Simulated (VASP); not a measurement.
A run of VASP 6.6.1:

The input INCAR:

```
PREC = Accurate
ENCUT = 500
EDIFF = 1E-6
ISMEAR = 0
SIGMA = 0.1
LREAL = False
LASPH = True
NELM = 120
ALGO = Normal
ISIF = 2
LWAVE = False
LCHARG = False
NBANDS = 12
GGA_COMPAT = False
```

File KPOINTS:

```
Automatic mesh
0
Gamma
  18 18 18
```

Contents of POSCAR:

```
Nb
1.0
   -1.6238321040      1.6238321040      1.6238321040
    1.6238321040     -1.6238321040      1.6238321040
    1.6238321040      1.6238321040     -1.6238321040
Nb
1
Direct
    0.0000000000      0.0000000000      0.0000000000
```

Potentials or basis: VASP PAW LDA potentials, release 64 (Nb_sv).

Launch:

```console
$ cat potpaw_LDA.64/Nb_sv/POTCAR > POTCAR
$ mpirun -np 1 vasp_std > vasp.out
```

Hardware: 1 thread of Intel(R) Xeon(R) Platinum 8559C (Emerald Rapids), on a shared host.

Problem. Estimate the wall time of this run.

Solution. It took 17 s on 1 thread of Intel(R) Xeon(R) Platinum 8559C (Emerald Rapids), on a shared host, peak memory 0.15 GiB. Counts: scf iterations 12, k points 195.
